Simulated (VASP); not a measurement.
Set up this calculation in VASP 6.6.1, as the native input.

* Task: single point
* Functional: PBE
* Potentials or basis: VASP PAW PBE potentials, release 64 (Be, C)
* Cutoff: 600 eV
* k mesh: 6 × 6 × 6
* Occupations: gaussian, width 0.01 eV
* Spin: no spin polarisation
* Dipole correction: no
* Further INCAR settings: ALGO = Normal; EDIFF = 1e-06; NBANDS = 11

The structure of Be2C lies in POSCAR:

```
Be2C
1.0
    0.0000000000      2.0859259806      2.0859259806
    2.0859259806      0.0000000000      2.0859259806
    2.0859259806      2.0859259806      0.0000000000
Be C
2 1
Direct
    0.7500000000      0.7500000000      0.7500000000
    0.2500000000      0.2500000000      0.2500000000
    0.0000000000      0.0000000000      0.0000000000
```

This cell differs from its parent crystal: volume changed by -10%.

One way to write it, as run:

INCAR

```
PREC = Accurate
ENCUT = 600
EDIFF = 1E-6
ISMEAR = 0
SIGMA = 0.01
LREAL = F
LASPH = T
NELM = 120
ALGO = Normal
ISIF = 2
LWAVE = F
LCHARG = F
GGA = PE
NBANDS = 11
GGA_COMPAT = F
```

KPOINTS

```
Automatic mesh
0
Gamma
  6 6 6
```

Potentials or basis: VASP PAW PBE potentials, release 64 (Be, C).

Command:

```sh
$ cat potpaw_PBE.64/Be/POTCAR potpaw_PBE.64/C/POTCAR > POTCAR
$ mpirun -np 1 vasp_std > vasp.out
```

It gave:

| Property | Result |
| --- | --- |
| Pressure | 27.4 GPa |
| Band gap on the k mesh | 1.20 eV, indirect (least direct gap 4.33 eV) |

Caveat: the k points lie up to 0.43 Å⁻¹ apart.

It took 5.6 s on 1 thread of Intel Xeon 8259CL, on a shared host, peak memory 0.13 GiB.
